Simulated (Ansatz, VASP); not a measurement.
**Two plane-wave programs on GaN**

```
Ga N
1.0
     6.43724    0.00000    0.00000
    -3.21862    5.57482    0.00000
     0.00000    0.00000    5.24353
Ga N
8 8
Direct
  0.33333 0.16667 0.49914
  0.16667 0.33333 0.99914
  0.33333 0.66667 0.49914
  0.16667 0.83333 0.99914
  0.83333 0.16667 0.49914
  0.66667 0.33333 0.99914
  0.83333 0.66667 0.49914
  0.66667 0.83333 0.99914
  0.33333 0.16667 0.87586
  0.16667 0.33333 0.37586
  0.33333 0.66667 0.87586
  0.16667 0.83333 0.37586
  0.83333 0.16667 0.87586
  0.66667 0.33333 0.37586
  0.83333 0.66667 0.87586
  0.66667 0.83333 0.37586
```

Alike in both runs: functional PBE; k mesh 2 × 2 × 3; occupations fermi-dirac, width 0.01 eV; no spin polarisation.

Ansatz relaxed the structure, and its values are those at the end. VASP's run is a single point on that final structure, the one shown.

```csv
,VASP,Ansatz
version,VASP 6.6.1,Ansatz 0.2.0
potentials or method,"VASP PAW PBE potentials, release 64 (Ga_d, N), cutoff 520 eV",plane-wave PAW DFT
valence electrons in the cell,144,144
```

```tsv
	VASP	Ansatz	Ansatz less VASP
gap on the k mesh at the Fermi level (eV)	1.70	1.70	-0.004
```

The k mesh is coarse, so the values compare programs but aren't converged.
